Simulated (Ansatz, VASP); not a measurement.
# Al2Au in VASP and in Ansatz

Contents of POSCAR:

```
Al2Au
1.0
    0.0000000000      3.0023346623      3.0023346623
    3.0023346623      0.0000000000      3.0023346623
    3.0023346623      3.0023346623      0.0000000000
Al Au
2 1
Direct
    0.2500000000      0.2500000000      0.2500000000
    0.7500000000      0.7500000000      0.7500000000
    0.0000000000      0.0000000000      0.0000000000
```

INCAR.step1

```
PREC = Accurate
ENCUT = 600
ISMEAR = 0
SIGMA = 0.1
LREAL = False
LASPH = True
NELM = 100
GGA = PE
ALGO = Normal
EDIFF = 1E-4
LWAVE = True
LCHARG = False
```

The input INCAR.step2:

```
PREC = Accurate
ENCUT = 600
EDIFF = 1E-6
ISMEAR = 0
SIGMA = 0.1
LREAL = False
LASPH = True
NELM = 100
ALGO = Normal
ISIF = 3
LWAVE = False
LCHARG = False
METAGGA = R2SCAN
LMIXTAU = True
IBRION = 2
NSW = 100
EDIFFG = -0.005
ISTART = 1
```

KPOINTS

```
Automatic mesh
0
Gamma
  12 12 12
```

Input for Ansatz:

```yaml
crystal:
  lattice:
    - [0.0, 3.0023346623, 3.0023346623]
    - [3.0023346623, 0.0, 3.0023346623]
    - [3.0023346623, 3.0023346623, 0.0]
  atoms:
    - { symbol: Al, position: [0.25, 0.25, 0.25] }
    - { symbol: Al, position: [0.75, 0.75, 0.75] }
    - { symbol: Au, position: [0.0, 0.0, 0.0] }
basis:
  ecutwfc: 500
kpoints:
  mp_grid: { grid: [12, 12, 12] }
hamiltonian:
  xc: r2scan
scf:
  occupations: { method: gaussian, width: 0.1 }
output:
  forces: true
  stress: true
  eigenvalues: true
relax:
  adjacent_minimum: "off"
  f_tol: 0.005
  max_steps: 80
  cell: { stress_tol: 0.05 }
```

Alike in both runs: task relaxation of cell and atoms; functional r2SCAN; k mesh 12 × 12 × 12; occupations gaussian, width 0.1 eV; no spin polarisation.

|  | VASP | Ansatz |
| --- | --- | --- |
| version | VASP 6.6.1 | Ansatz 0.2.0 |
| potentials or method | VASP PAW PBE potentials, release 64 (Al, Au), cutoff 600 eV | scalar-relativistic, plane waves, PAW |
| valence electrons in the cell | 17 | 25 |

Ansatz gave:

- gap on the k mesh at the Fermi level, each at its own relaxed structure (eV): none
- relaxed volume (Å³/atom): 18.09
- relaxed cell length with the largest relative difference (Å): 4.250

**Question.** What did VASP give for the same quantities?

**Answer.** gap on the k mesh at the Fermi level, each at its own relaxed structure (eV): none; relaxed volume (Å³/atom): 18.04; relaxed cell length with the largest relative difference (Å): 4.246.

VASP's potentials were made for PBE, not for r2SCAN. A gap of «none» marks a metal or a gap that the smearing closes. VASP's potentials hold 17 valence electrons a cell and Ansatz's 25, so a difference there can come from the potentials and not from the codes.

Neither program's run includes spin-orbit coupling. Noted on VASP's run: the relaxation stopped at its first step, so nothing moved.
